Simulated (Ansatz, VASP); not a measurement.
## C: VASP beside Ansatz

The input INCAR:

```
PREC = Accurate ; ENCUT = 520
EDIFF = 1E-6 ; ISMEAR = 0
SIGMA = 0.05 ; LREAL = False
LASPH = True ; NELM = 80
ALGO = Normal ; ISIF = 2
LWAVE = False ; LCHARG = True
GGA = PE ; IVDW = 12
LELF = True ; LVHAR = True
NBANDS = 31
```

The input KPOINTS:

```
regular mesh
0
Gamma
  7 11 3
```

POSCAR

```
C
1.0
    0.0000000000      1.4231666446     -3.3613878322
   -2.4649969361      0.0000000000      0.0000000000
    1.8487477021     11.4481046098      3.3008046181
C
10
Direct
    0.4073459933      0.1400836370      0.7201115161
    0.7545866564      0.6415285392      0.0553713855
    0.9177764906      0.2661673136      0.2215564182
    0.0809663249      0.8908060881      0.3877414508
    0.2441561591      0.5154448626      0.5539264834
    0.8086031779      0.1831102353      0.1108136471
   -0.0282069879      0.8077490098      0.2769986797
    0.1349828463      0.4323877843      0.4431837123
    0.2981726806      1.0570265587      0.6093687450
    0.4613625148      0.6816653332      0.7755537776
```

Input for Ansatz:

```yaml
crystal:
  lattice:
    - [0.0, 1.4231666446, -3.3613878322]
    - [-2.4649969361, 0.0, 0.0]
    - [1.8487477021, 11.4481046098, 3.3008046181]
  atoms:
    - { symbol: C, position: [0.4073459933, 0.140083637, 0.7201115161] }
    - { symbol: C, position: [0.7545866564, 0.6415285392, 0.0553713855] }
    - { symbol: C, position: [0.9177764906, 0.2661673136, 0.2215564182] }
    - { symbol: C, position: [0.0809663249, 0.8908060881, 0.3877414508] }
    - { symbol: C, position: [0.2441561591, 0.5154448626, 0.5539264834] }
    - { symbol: C, position: [0.8086031779, 0.1831102353, 0.1108136471] }
    - { symbol: C, position: [-0.0282069879, 0.8077490098, 0.2769986797] }
    - { symbol: C, position: [0.1349828463, 0.4323877843, 0.4431837123] }
    - { symbol: C, position: [0.2981726806, 1.0570265587, 0.609368745] }
    - { symbol: C, position: [0.4613625148, 0.6816653332, 0.7755537776] }
basis:
  ecutwfc: 520.0
kpoints:
  mp_grid: { grid: [7, 11, 3] }
hamiltonian:
  xc: pbe
  dispersion: d3bj
scf:
  occupations: { method: gaussian, width: 0.05 }
output:
  forces: true
  stress: true
  eigenvalues: true
```

Alike in both runs: task single point; functional PBE; dispersion D3(BJ); k mesh 7 × 11 × 3; occupations gaussian, width 0.05 eV; no spin polarisation.

|  | VASP | Ansatz |
| --- | --- | --- |
| version | VASP 6.6.1 | Ansatz 0.2.0 |
| potentials or method | VASP PAW PBE potentials, release 64 (C), cutoff 520 eV | scalar-relativistic, plane waves, PAW |
| valence electrons in the cell | 40 | 40 |

Ansatz gave:

| Property | Result |
| --- | --- |
| pressure (GPa) | -1.6 |
| traceless stress, the component that is largest in VASP (GPa) | -1.26 |
| rms of the force components (eV/Å) | 0.705 |

Q: Which values does VASP return?

A: Pressure (GPa): -1.3; traceless stress, the component that is largest in VASP (GPa): -1.09; rms of the force components (eV/Å): 0.701.

Atom by atom the forces differ by 0.012 eV/Å (rms over components).
